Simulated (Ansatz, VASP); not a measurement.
Two plane-wave programs on KCl

```
K Cl
1.0
     3.69358    0.00000    0.00000
     0.00000    3.69358    0.00000
     0.00000    0.00000    3.69358
K Cl
1 1
Direct
  0.00000 0.00000 0.00000
  0.50000 0.50000 0.50000
```

Change from the starting cell: volume scaled by 1.05, PAW files.

Alike in both runs: task electric field gradients; functional PBE; k mesh 7 × 7 × 7; occupations fermi-dirac, width 0.01 eV; no spin polarisation.

|  | VASP | Ansatz |
| --- | --- | --- |
| version | VASP 6.6.1 | Ansatz 0.2.0 |
| potentials or method | VASP PAW PBE potentials, release 64 (K_sv, Cl) | PAW with Ansatz's default frozen-core files, scalar-relativistic |
| plane-wave cutoff (eV) | 520 | 420 |
| valence electrons in the cell | 16 | 16 |

|  | VASP | Ansatz | Ansatz less VASP |
| --- | --- | --- | --- |
| gap on the k mesh at the Fermi level (eV) | 5.35 | 5.36 | +0.002 |
| pressure (GPa) | 2.8 | 2.8 | -0.04 |
